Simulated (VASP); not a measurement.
# Sc3C (I4/mmm) in VASP: single point with PBE

Aim: the single point of Sc3C with PBE.

All numbers are computed with VASP 6.6.1; they aren't measurements. Logs are shortened: lines on timing, memory, paths and dates and some standing lists are left out, and cuts for length are marked.

### Step 1. The cell of the first run

It takes space group I4/mmm (No. 139, tetragonal). The conventional cell has a = 3.809 Å, b = 3.809 Å, c = 9.338 Å, α = 90.00°, β = 90.00°, γ = 90.00°. Sc (site symmetry 4/mmm) has 4 C at 2.69 Å and 8 Sc at 3.01 Å within 3.6 Å. Sc (site symmetry -4m2) has 8 Sc at 2.69 to 3.01 Å and 4 C at 3.01 Å within 3.6 Å. Within 3.6 Å of C (site symmetry 4/mmm) lie 12 Sc at 2.69 to 3.01 Å.

### Step 2. Single point, PBE

The input, INCAR:

```
PREC = Accurate ; ENCUT = 520
EDIFF = 1E-7 ; ISMEAR = 0
SIGMA = 0.1 ; LREAL = F
LASPH = T ; NELM = 100
ALGO = Normal ; ISIF = 2
LWAVE = F ; LCHARG = T
GGA = PE ; LELF = T
LVHAR = T ; NBANDS = 26
```

The input, KPOINTS:

```
Automatic mesh
0
Gamma
  16 16 16
```

The input, POSCAR:

```
Sc3C
1.0
   -1.9047271790      1.9047271790      4.6689343970
    1.9047271790     -1.9047271790      4.6689343970
    1.9047271790      1.9047271790     -4.6689343970
Sc C
3 1
Direct
    0.5000000000      0.5000000000      0.0000000000
    0.2500000000      0.7500000000      0.5000000000
    0.7500000000      0.2500000000      0.5000000000
    0.0000000000      0.0000000000      0.0000000000
```

Potentials or basis: VASP PAW PBE potentials, release 64 (Sc_sv, C).

The run is started by

```console
cat potpaw_PBE.64/Sc_sv/POTCAR potpaw_PBE.64/C/POTCAR > POTCAR
mpirun -np 1 vasp_std > vasp.out
```

OUTCAR:

```text
PREC = Accurate
   ENCUT = 520
   EDIFF = 1E-7
   ISMEAR = 0
   LREAL = F
   LASPH = T
   NELM = 100
   ISIF = 2
   GGA = PE

 ion  position               nearest neighbor table
   1  0.500  0.500  0.000-   4 2.69   4 2.69   4 2.69   4 2.69   3 3.01   2 3.01   3 3.01   3 3.01
                             2 3.01   2 3.01   3 3.01   2 3.01
   2  0.250  0.750  0.500-   3 2.69   3 2.69   3 2.69   3 2.69   1 3.01   1 3.01   1 3.01   1 3.01

   3  0.750  0.250  0.500-   2 2.69   2 2.69   2 2.69   2 2.69   1 3.01   1 3.01   1 3.01   1 3.01

   4  0.000  0.000  0.000-   1 2.69   1 2.69   1 2.69   1 2.69

  LATTYP: Found a body centered tetragonal cell.
 ALAT       =     3.8094543580
 C/A-ratio  =     2.4512352470

  Lattice vectors:

 A1 = (  -1.9047271790,   1.9047271790,   4.6689343970)
 A2 = (   1.9047271790,  -1.9047271790,   4.6689343970)
 A3 = (   1.9047271790,   1.9047271790,  -4.6689343970)

Analysis of symmetry for initial positions (statically):
=====================================================================
 Subroutine PRICEL returns:
 Original cell was already a primitive cell.

 Routine SETGRP: Setting up the symmetry group for a
 body centered tetragonal supercell.

 Subroutine GETGRP returns: Found 16 space group operations
 (whereof 16 operations were pure point group operations)
 out of a pool of 16 trial point group operations.

The static configuration has the point symmetry D_4h.

Analysis of symmetry for dynamics (positions and initial velocities):
=====================================================================
 Subroutine PRICEL returns:
 Original cell was already a primitive cell.

 Routine SETGRP: Setting up the symmetry group for a
 body centered tetragonal supercell.

 Subroutine GETGRP returns: Found 16 space group operations
 (whereof 16 operations were pure point group operations)
 out of a pool of 16 trial point group operations.

The dynamic configuration has the point symmetry D_4h.

 Subroutine INISYM returns: Found 16 space group operations
 (whereof 16 operations are pure point group operations),
 and found     1 'primitive' translations

----------------------------------------------------------------------------------------

                                     Primitive cell

[... 91 lines left out ...]
   LASPH  =      T    aspherical Exc in radial PAW
   ENCUT  =  520.0 eV  38.22 Ry    6.18 a.u.  10.02 10.02 10.02*2*pi/ulx,y,z
   NELM   =    100;   NELMIN=  2; NELMDL= -5     # of ELM steps
   EDIFF  = 0.1E-06   stopping-criterion for ELM
   LREAL  =      F    real-space projection
   EDIFFG = 0.1E-05   stopping-criterion for IOM
   NSW    =      0    number of steps for IOM
   IBRION =     -1    ionic relax: 0-MD 1-quasi-New 2-CG
   NFREE  =      0    steps in history (QN), initial steepest desc. (CG)
   ISIF   =      2    stress and relaxation
   ISYM   =      2    0-nonsym 1-usesym 2-fastsym
   POTIM  = 0.5000    time-step for ionic-motion
   TEBEG  =    0.0;   TEEND  =   0.0 temperature during run
   PSTRESS=    0.0 pullay stress
   NELECT =      37.0000    total number of electrons
   NUPDOWN=      -1.0000    fix difference up-down
   EMIN   =  10.00;   EMAX   =-10.00  energy-range for DOS
   EFERMI =   0.00;   METHOD = LEGACY
   ISMEAR =     0;   SIGMA  =   0.10  broadening in eV -4-tet -1-fermi 0-gaus
   EFERMI_NEDOS =   21; number of points for ismear=-14 and -15
   IALGO  =     38    algorithm
   IMIX   =      4    mixing-type and parameters
     AMIX     =   0.40;   BMIX     =  1.00
     AMIX_MAG =   1.60;   BMIX_MAG =  1.00
  volume/ion in A,a.u.               =      16.94       114.31
  Fermi-wavevector in a.u.,A,eV,Ry     =   1.338118  2.528676 24.362032  1.790559
  Thomas-Fermi vector in A             =   2.466613
   LORBIT       =      0    0 simple, 1 ext, 2 COOP (PROOUT), +10 PAW based schemes
   GGA     = PE    functional components
   LHFCALC =     F    Hartree Fock is set to
   AEXX    =    0.0000 exact exchange contribution
   IVDW    =     0    specifies the selected vdW correction
   LEPSILON=     F    determine dielectric tensor
   LRPA    =     F    only Hartree local field effects (RPA)
 non-spin polarized calculation
 Gauss-broadening in eV      SIGMA  =   0.10
  energy-cutoff  :      520.00
  volume of cell :       67.76
 maximum number of plane-waves:      1845
   NGX = 19   NGY = 19   NGZ = 19

 number of electron      36.9999997 magnetization

 Free energy of the ion-electron system (eV)
  ---------------------------------------------------
  ext. energy  EPLUGINS =         0.00000000
  ---------------------------------------------------
  free energy    TOTEN  =       -25.50731941 eV

  energy without entropy =      -25.48675533  energy(sigma->0) =      -25.49703737

 E-fermi :   5.1608     XC(G=0): -10.8750

 val. band max:        5.1595676320   @ k =   0.3125   0.1875   0.1250
 cond. band min:       5.1610374723   @ k =   0.5000   0.3750   0.0625
 fundamental gap:      0.0014698403
 Fermi energy:         5.1607567759

 k-point     1 :       0.0000    0.0000    0.0000
  band No.  band energies     occupation
      1     -44.2292      2.00000
      2     -44.0286      2.00000
      3     -43.7138      2.00000
      4     -23.1697      2.00000
      5     -23.0620      2.00000
      6     -23.0620      2.00000
[... 685 lines left out ...]
     25       7.6819      0.00000
     26       7.9765      0.00000

 [... further k-points ...]

------------------------ aborting loop because EDIFF is reached ----------------------------------------

  FORCE on cell =-STRESS in cart. coord.  units (eV):
  Direction    XX          YY          ZZ          XY          YZ          ZX
  --------------------------------------------------------------------------------------
  -------------------------------------------------------------------------------------
  Total        0.0945089      0.0945089      0.0615042      0.0000000     -0.0000000      0.0000000
  in kB        2.2348075      2.2348075      1.4543607      0.0000000     -0.0000000      0.0000000
  external PRESSURE =       1.9746586 kB  Pullay stress =       0.0000000 kB

 VOLUME and BASIS-vectors are now :
 -----------------------------------------------------------------------------
  energy-cutoff  :      520.00
  volume of cell :       67.76
      direct lattice vectors                 reciprocal lattice vectors
    -1.904727179  1.904727179  4.668934397     0.000000000  0.262504786  0.107090817
     1.904727179 -1.904727179  4.668934397     0.262504786  0.000000000  0.107090817
     1.904727179  1.904727179 -4.668934397     0.262504786  0.262504786  0.000000000

 POSITION                                       TOTAL-FORCE (eV/Angst)
 -----------------------------------------------------------------------------------
      0.00000      0.00000      4.66893         0.000000     -0.000000      0.000000
      1.90473      0.00000      2.33447        -0.000000      0.000000     -0.000000
      0.00000      1.90473      2.33447         0.000000     -0.000000      0.000000
      0.00000      0.00000      0.00000         0.000000     -0.000000      0.000000
 -----------------------------------------------------------------------------------
    total drift:                               -0.000000     -0.000000      0.000000

  FREE ENERGIE OF THE ION-ELECTRON SYSTEM (eV)
  ---------------------------------------------------
  free  energy   TOTEN  =       -25.5073194146 eV

  energy  without entropy=      -25.4867553308  energy(sigma->0) =      -25.49703737
```

stdout:

```text
POSCAR found type information on POSCAR ScC
 POSCAR found :  2 types and       4 ions
 scaLAPACK will be used
 LDA part: xc-table for (Slater+PW92), standard interpolation
 POSCAR, INCAR and KPOINTS ok, starting setup
 FFT: planning ... GRIDC
 FFT: planning ... GRID_SOFT
 FFT: planning ... GRID
 WAVECAR not read
 entering main loop
```

It took 7.4 min on 1 thread of Intel Xeon 6975P-C (Granite Rapids), shared host; peak memory 0.62 GiB.

What came out:

* Free energy: -25.5073 eV
* Pressure: 0.2 GPa
* Band gap on the k mesh: zero (an odd number of electrons rules out a gap without spin polarisation)

Stress tensor (GPa, compression positive):
```
0.22 0.00 0.00
0.00 0.22 0.00
0.00 0.00 0.15
```

Levels at points of the mesh, in eV from the Fermi level:
```
           k point  band 15  band 16  band 17  band 18  band 19  band 20  band 21  band 22
(0.00, 0.00, 0.00)    -2.69    -1.29    -1.29    -0.96    -0.61     0.43     0.82     1.37
(0.50, 0.00, 0.00)    -2.84    -1.75    -1.11    -0.69     0.53     1.26     1.52     1.65
(0.50, 0.50, 0.00)    -2.23    -2.04    -1.43    -1.20     0.13     0.42     0.84     0.87
(0.50, 0.50, 0.50)    -2.52    -0.51    -0.51    -0.49    -0.48    -0.41    -0.41    -0.21
```
